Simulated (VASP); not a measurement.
# MnS (F-43m) in VASP: settings compared

MnS is run at these levels: PBE, r2SCAN, PBE+U; tasks: single point.

Everything below comes from runs of VASP 6.6.1. Logs are shortened: lines on timing, memory, paths and dates and some standing lists are left out, and cuts for length are marked.

## 1. The cell of the first run

Symmetry: F-43m, No. 216, cubic system. Conventional cell: a = 5.600 Å, b = 5.600 Å, c = 5.600 Å, α = 90.00°, β = 90.00°, γ = 90.00°. Within 3.2 Å of Mn (site symmetry -43m) lie 4 S at 2.42 Å. S (site symmetry -43m) has 4 Mn at 2.42 Å within 3.2 Å.

## 2. Single point, PBE

INCAR

```
SYSTEM = MnS
PREC = Accurate
ENCUT = 520
EDIFF = 1E-6
ISMEAR = -1
SIGMA = 0.05
LREAL = .FALSE.
LASPH = .TRUE.
NELM = 60
ALGO = Normal
ISIF = 2
LWAVE = .FALSE.
LCHARG = .TRUE.
GGA = PE
LELF = .TRUE.
LVHAR = .TRUE.
NBANDS = 27
```

KPOINTS

```
regular mesh
0
G
  4 8 8
  0 0 0
```

POSCAR

```
MnS
1.0
    0.0000000000      5.6000000000      5.6000000000
    2.8000000000      0.0000000000      2.8000000000
    2.8000000000      2.8000000000      0.0000000000
Mn S
2 2
Direct
    0.0000000000      0.0000000000      0.0000000000
    0.5000000000      0.0000000000      0.0000000000
    0.1250000000      0.2500000000      0.2500000000
    0.6250000000      0.2500000000      0.2500000000
```

Potentials or basis: VASP PAW PBE potentials, release 64 (Mn_pv, S).

Started as:

```sh
$ cat potpaw_PBE.64/Mn_pv/POTCAR potpaw_PBE.64/S/POTCAR > POTCAR
$ mpirun -np 1 vasp_std > vasp.out
```

OUTCAR:

```text
SYSTEM = MnS
   PREC = Accurate
   ENCUT = 520
   EDIFF = 1E-6
   ISMEAR = -1
   LREAL = .FALSE.
   LASPH = .TRUE.
   NELM = 60
   ISIF = 2
   GGA = PE

 ion  position               nearest neighbor table
   1  0.000  0.000  0.000-   3 2.42   4 2.42   3 2.42   3 2.42
   2  0.500  0.000  0.000-   3 2.42   4 2.42   4 2.42   4 2.42
   3  0.125  0.250  0.250-   1 2.42   1 2.42   1 2.42   2 2.42
   4  0.625  0.250  0.250-   2 2.42   2 2.42   1 2.42   2 2.42

  LATTYP: Found a trigonal (rhomboedric) cell.
 ALAT       =     6.8585712798
 COS(alpha) =     0.8333333333

  Lattice vectors:

 A1 = (   2.8000000000,  -2.8000000000,  -5.6000000000)
 A2 = (   5.6000000000,  -2.8000000000,  -2.8000000000)
 A3 = (   2.8000000000,  -5.6000000000,  -2.8000000000)

Analysis of symmetry for initial positions (statically):
=====================================================================
 Subroutine PRICEL returns following result:

  LATTYP: Found a face centered cubic cell.
 ALAT       =     5.6000000000

  Lattice vectors:

 A1 = (   0.0000000000,   2.8000000000,   2.8000000000)
 A2 = (   2.8000000000,   0.0000000000,   2.8000000000)
 A3 = (   2.8000000000,   2.8000000000,   0.0000000000)

   2 primitive cells build up your supercell.

 Routine SETGRP: Setting up the symmetry group for a
 trigonal (rhombohedral) supercell.

 Subroutine GETGRP returns: Found  6 space group operations
 (whereof  6 operations were pure point group operations)
 out of a pool of 12 trial point group operations.

The static configuration has the point symmetry C_3v.

Analysis of symmetry for dynamics (positions and initial velocities):
=====================================================================
 Subroutine PRICEL returns following result:

  LATTYP: Found a face centered cubic cell.
 ALAT       =     5.6000000000

  Lattice vectors:

 A1 = (   0.0000000000,   2.8000000000,   2.8000000000)
 A2 = (   2.8000000000,   0.0000000000,   2.8000000000)
 A3 = (   2.8000000000,   2.8000000000,   0.0000000000)

   2 primitive cells build up your supercell.

 Routine SETGRP: Setting up the symmetry group for a
 trigonal (rhombohedral) supercell.

 Subroutine GETGRP returns: Found  6 space group operations
 (whereof  6 operations were pure point group operations)
 out of a pool of 12 trial point group operations.

The dynamic configuration has the point symmetry C_3v.

 Subroutine INISYM returns: Found  6 space group operations
 (whereof  6 operations are pure point group operations),
 and found     2 'primitive' translations

----------------------------------------------------------------------------------------

                                     Primitive cell

  volume of cell :      43.9040

  direct lattice vectors                    reciprocal lattice vectors
     0.000000000  2.800000000  2.800000000    -0.178571429  0.178571429  0.178571429
     2.800000000  0.000000000  2.800000000     0.178571429 -0.178571429  0.178571429
     2.800000000  2.800000000  0.000000000     0.178571429  0.178571429 -0.178571429

  length of vectors
     3.959797975  3.959797975  3.959797975     0.309294787  0.309294787  0.309294787

  position of ions in fractional coordinates (direct lattice)
     0.000000000  0.000000000  0.000000000
     0.250000000  0.250000000  0.250000000

  ion indices of the primitive-cell ions
   primitive index   ion index
                 1           1
                 2           3

----------------------------------------------------------------------------------------

 KPOINTS: regular mesh

Automatic generation of k-mesh.
 Grid dimensions read from file:
 generate k-points for:    4    8    8

 Generating k-lattice:

  Cartesian coordinates                     Fractional coordinates (reciprocal lattice)
    -0.022321429  0.022321429  0.022321429     0.250000000  0.000000000  0.000000000
     0.022321429 -0.022321429  0.022321429     0.000000000  0.125000000  0.000000000
     0.022321429  0.022321429 -0.022321429     0.000000000  0.000000000  0.125000000

  Length of vectors
     0.038661848  0.038661848  0.038661848

  Shift w.r.t. Gamma in fractional coordinates (k-lattice)
     0.000000000  0.000000000  0.000000000

 -----------------------------------------------------------------------------
|                                                                             |
|           W    W    AA    RRRRR   N    N  II  N    N   GGGG   !!!           |
|           W    W   A  A   R    R  NN   N  II  NN   N  G    G  !!!           |
|           W    W  A    A  R    R  N N  N  II  N N  N  G       !!!           |
|           W WW W  AAAAAA  RRRRR   N  N N  II  N  N N  G  GGG   !            |
|           WW  WW  A    A  R   R   N   NN  II  N   NN  G    G                |
|           W    W  A    A  R    R  N    N  II  N    N   GGGG   !!!           |
|                                                                             |
|     Your reciprocal lattice and k-lattice belong to different lattice       |
|     classes:                                                                |
|                                                                             |
|        The reciprocal lattice is rhombohedral (trigonal),                   |
|        whereas your k-lattice is body-centered cubic.                       |
|                                                                             |
|     Results are often still useful ...                                      |
|                                                                             |
 -----------------------------------------------------------------------------

 Subroutine IBZKPT returns following result:
 ===========================================

 Found     35 irreducible k-points:

 Following reciprocal coordinates:
            Coordinates               Weight
  0.000000  0.000000  0.000000      1.000000
  0.250000  0.000000  0.000000      2.000000
  0.500000  0.000000  0.000000      1.000000
  0.000000  0.125000  0.000000      6.000000
  0.250000  0.125000  0.000000      6.000000
  0.500000  0.125000  0.000000      6.000000
[... 16 lines left out ...]
  0.250000  0.375000  0.125000     12.000000
  0.500000  0.375000  0.125000     12.000000
 [... further k-points ...]
   k-points           NKPTS =     35   k-points in BZ     NKDIM =     35   number of bands    NBANDS=     27
   number of dos      NEDOS =    301   number of ions     NIONS =      4
   total plane-waves  NPLWV =  54000
   dimension x,y,z NGX =    60 NGY =   30 NGZ =   30
   dimension x,y,z NGXF=   120 NGYF=   60 NGZF=   60
   ions per type =               2   2
   NGX,Y,Z   is equivalent  to a cutoff of  12.60, 12.60, 12.60 a.u.
   NGXF,Y,Z  is equivalent  to a cutoff of  25.19, 25.19, 25.19 a.u.
 SYSTEM =  MnS
   PREC   = accura    normal or accurate (medium, high low for compatibility)
   ISTART =      0    job   : 0-new  1-cont  2-samecut
   ICHARG =      2    charge: 1-file 2-atom 10-const
   ISPIN  =      1    spin polarized calculation?
   LNONCOLLINEAR =      F non collinear calculations
   LSORBIT =      F    spin-orbit coupling
   LASPH  =      T    aspherical Exc in radial PAW
   ENCUT  =  520.0 eV  38.22 Ry    6.18 a.u.  14.73  7.36  7.36*2*pi/ulx,y,z
   NELM   =     60;   NELMIN=  2; NELMDL= -5     # of ELM steps
   EDIFF  = 0.1E-05   stopping-criterion for ELM
   LREAL  =      F    real-space projection
[... 7 lines left out ...]
   TEBEG  =    0.0;   TEEND  =   0.0 temperature during run
   PSTRESS=    0.0 pullay stress
   NELECT =      38.0000    total number of electrons
   NUPDOWN=      -1.0000    fix difference up-down
   EMIN   =  10.00;   EMAX   =-10.00  energy-range for DOS
   EFERMI =   0.00;   METHOD = LEGACY
   ISMEAR =    -1;   SIGMA  =   0.05  broadening in eV -4-tet -1-fermi 0-gaus
   EFERMI_NEDOS =   21; number of points for ismear=-14 and -15
   IALGO  =     38    algorithm
   IMIX   =      4    mixing-type and parameters
     AMIX     =   0.40;   BMIX     =  1.00
     AMIX_MAG =   1.60;   BMIX_MAG =  1.00
  volume/ion in A,a.u.               =      21.95       148.14
  Fermi-wavevector in a.u.,A,eV,Ry     =   1.238297  2.340041 20.862879  1.533378
  Thomas-Fermi vector in A             =   2.372828
   LORBIT       =      0    0 simple, 1 ext, 2 COOP (PROOUT), +10 PAW based schemes
   GGA     = PE    functional components
   LHFCALC =     F    Hartree Fock is set to
   AEXX    =    0.0000 exact exchange contribution
   IVDW    =     0    specifies the selected vdW correction
   LEPSILON=     F    determine dielectric tensor
   LRPA    =     F    only Hartree local field effects (RPA)
 non-spin polarized calculation
  energy-cutoff  :      520.00
  volume of cell :       87.81
 maximum number of plane-waves:      2413
 NGX is ok and might be reduce to    60
   NGX = 29   NGY = 15   NGZ = 15

 number of electron      37.9999980 magnetization

 Free energy of the ion-electron system (eV)
  ---------------------------------------------------
  ext. energy  EPLUGINS =         0.00000000
  ---------------------------------------------------
  free energy    TOTEN  =       -25.02434375 eV

  energy without entropy =      -24.95975857  energy(sigma->0) =      -24.99205116

 E-fermi :   3.7811     XC(G=0):  -9.4256

 val. band max:        3.7802305956   @ k =  -0.2500   0.5000   0.1250
 cond. band min:       3.7828883343   @ k =   0.0000   0.2500   0.1250
 fundamental gap:      0.0026577388
 Fermi energy:         3.7811070809

 k-point     1 :       0.0000    0.0000    0.0000
  band No.  band energies     occupation
      1     -43.9288      2.00000
      2     -43.9255      2.00000
      3     -43.9255      2.00000
      4     -43.9248      2.00000
      5     -43.9248      2.00000
      6     -43.9248      2.00000
[... 19 lines left out ...]
     26       7.8668      0.00000
     27      10.7300      0.00000

 k-point     2 :       0.2500    0.0000    0.0000
  band No.  band energies     occupation
      1     -43.9282      2.00000
      2     -43.9254      2.00000
      3     -43.9254      2.00000
      4     -43.9254      2.00000
      5     -43.9249      2.00000
      6     -43.9249      2.00000
[... 652 lines left out ...]
 k-point    24 :       0.5000    0.3750    0.1250
  band No.  band energies     occupation
      1     -43.9279      2.00000
      2     -43.9272      2.00000
      3     -43.9271      2.00000
      4     -43.9260      2.00000
      5     -43.9259      2.00000
      6     -43.9254      2.00000
[... 19 lines left out ...]
     26       9.6073      0.00000
     27       9.9865      0.00000

 [... further k-points ...]

------------------------ aborting loop because EDIFF is reached ----------------------------------------

  FORCE on cell =-STRESS in cart. coord.  units (eV):
  Direction    XX          YY          ZZ          XY          YZ          ZX
  --------------------------------------------------------------------------------------
  -------------------------------------------------------------------------------------
  Total      -11.3714518    -11.3714518    -11.3714518      0.0000105     -0.0000105      0.0000105
  in kB     -207.4877267   -207.4877267   -207.4877267      0.0001923     -0.0001923      0.0001923
  external PRESSURE =    -207.4877267 kB  Pullay stress =       0.0000000 kB

 VOLUME and BASIS-vectors are now :
 -----------------------------------------------------------------------------
  energy-cutoff  :      520.00
  volume of cell :       87.81
      direct lattice vectors                 reciprocal lattice vectors
     0.000000000  5.600000000  5.600000000    -0.089285714  0.089285714  0.089285714
     2.800000000  0.000000000  2.800000000     0.178571429 -0.178571429  0.178571429
     2.800000000  2.800000000  0.000000000     0.178571429  0.178571429 -0.178571429

 POSITION                                       TOTAL-FORCE (eV/Angst)
 -----------------------------------------------------------------------------------
      0.00000      0.00000      0.00000         0.000002     -0.000002     -0.000002
      0.00000      2.80000      2.80000         0.000002     -0.000002     -0.000002
      1.40000      1.40000      1.40000        -0.000002      0.000002      0.000002
      1.40000      4.20000      4.20000        -0.000002      0.000002      0.000002
 -----------------------------------------------------------------------------------
    total drift:                               -0.000003      0.000000      0.000000

  FREE ENERGIE OF THE ION-ELECTRON SYSTEM (eV)
  ---------------------------------------------------
  free  energy   TOTEN  =       -25.0243437453 eV

  energy  without entropy=      -24.9597585712  energy(sigma->0) =      -24.99205116
```

Run time: 51 s. Hardware: 1 thread of AMD EPYC 9R45 (Zen 5), shared host; peak memory 0.22 GiB.

What came out:

| Quantity | Value |
| --- | --- |
| Free energy | -25.0243 eV |
| Pressure | -20.7 GPa |
| Band gap on the k mesh | zero (bands 19 and 20 overlap by 0.85 eV) |

Levels at points of the mesh, in eV from the Fermi level:
```
           k point  band 15  band 16  band 17  band 18  band 19  band 20  band 21  band 22  band 23  band 24
(0.00, 0.00, 0.00)    -0.40    -0.40    -0.28    -0.28    -0.19     1.09     1.09     1.97     2.02     2.02
(0.50, 0.00, 0.00)    -0.41    -0.41    -0.41    -0.41     0.67     0.67     1.60     1.60     1.60     1.60
(0.00, 0.50, 0.00)    -0.73    -0.28    -0.28    -0.19    -0.17    -0.09     0.20     0.20     1.09     1.09
(0.50, 0.50, 0.00)    -0.65    -0.65    -0.23    -0.23    -0.18    -0.18     0.67     0.67     0.68     0.68
```

Caveat: the cell stands under tension; the run has no spin polarisation, though such a crystal can be magnetic; semilocal functionals often make such compounds metallic where correlation or magnetic order opens a gap, which also shifts bond lengths. With open d or f shells a metallic result of PBE can be an artefact of self-interaction; +U or a hybrid may open a gap.

(Part 1 of 2 ends here.)
